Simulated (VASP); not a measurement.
The system is MnO.

```xyz
2
Lattice="0.0000 2.2239 2.2239 2.2239 0.0000 2.2239 2.2239 2.2239 0.0000" Properties=species:S:1:pos:R:3 pbc="T T T"
Mn    0.0000    0.0000    0.0000
O     2.2239    2.2239    2.2239
```

```yaml
Program: VASP 6.6.1
Task: relaxation of cell and atoms
Functional: RPBE
Dispersion: D3(BJ)
Potentials_or_basis: VASP PAW PBE potentials, release 64 (Mn_pv, O)
Cutoff: 600 eV
k_mesh: 10 × 10 × 10
Occupations: fermi-dirac, width 0.05 eV
Spin: collinear spin, ferromagnetic start
Starting_moments: "[4.0, 0.0] μB"
```

At the start: pressure 1329.2 GPa; volume 11.00 Å³/atom.

**Question.** How do energy, volume and symmetry change on relaxing?

**Answer.** Over 31 steps the energy falls by 91.6 meV/atom and the volume is 11.04 Å³/atom (+0.4 %); space group Fm-3m (No. 225, to 0.05 Å); moment 4.83 μB per cell.

The path:
```
step  energy change (eV)  largest force (eV/Å)  pressure (GPa)  volume (Å³)
   1              0.0000                0.0000         1329.20        22.00
   2           1340.4092                0.0000          -11.58      3467.96
   3             74.0955                0.0000         -149.85       200.62
   4             10.6130                0.0000          -36.10        79.89
   5              9.0153                0.0000          -34.37        72.60
   6              2.1191                0.0000          -42.15        42.39
   7              1.4293                0.0000          -34.37        31.09
   8              0.5072                0.0000          -31.03        26.28
   9              0.1082                0.0000          -26.42        24.08
  10             -0.0566                0.0000          -23.50        23.02
  11             -0.1299                0.0000          -22.05        22.51
  12             -0.1644                0.0000          -21.27        22.25
  13             -0.1806                0.0000          -17.57        22.12
  14             -0.1796                0.0000           56.34        22.06
  15             -0.1821                0.0000          -13.82        22.11
  16             -0.1832                0.0000            2.48        22.08
  17             -0.1832                0.0000           -1.39        22.09
  18             -0.1832                0.0000            0.46        22.09
  19             -0.1832                0.0000            0.42        22.09
  20             -0.1832                0.0000            0.33        22.09
  21             -0.1832                0.0000            0.33        22.09
  22             -0.1832                0.0000            0.33        22.09
  23             -0.1832                0.0000            0.33        22.09
  24             -0.1832                0.0000            0.32        22.09
  25             -0.1832                0.0000            0.32        22.09
  26             -0.1832                0.0000            0.32        22.09
  27             -0.1832                0.0000            0.31        22.09
  28             -0.1832                0.0000            0.29        22.09
  29             -0.1832                0.0000            0.26        22.09
  30             -0.1832                0.0000            0.19        22.09
  31             -0.1832                0.0000            0.06        22.09
```

Final structure:
```cif
data_structure
_symmetry_space_group_name_H-M 'P 1'
_symmetry_Int_Tables_number 1
_cell_length_a 3.1493
_cell_length_b 3.1493
_cell_length_c 3.1493
_cell_angle_alpha 60.000
_cell_angle_beta 60.000
_cell_angle_gamma 60.000
_cell_volume 22.09
loop_
_atom_site_label
_atom_site_type_symbol
_atom_site_fract_x
_atom_site_fract_y
_atom_site_fract_z
_atom_site_occupancy
Mn1 Mn 0.00000 0.00000 0.00000 1
O1 O 0.50000 0.50000 0.50000 1
```

Caveat: the PAW data sets were made with another functional, which shifts forces and pressure a little; a cell with one magnetic atom can't hold antiferromagnetic order, which such compounds often take; pairwise dispersion overbinds metals, which lowers pressure and volume.
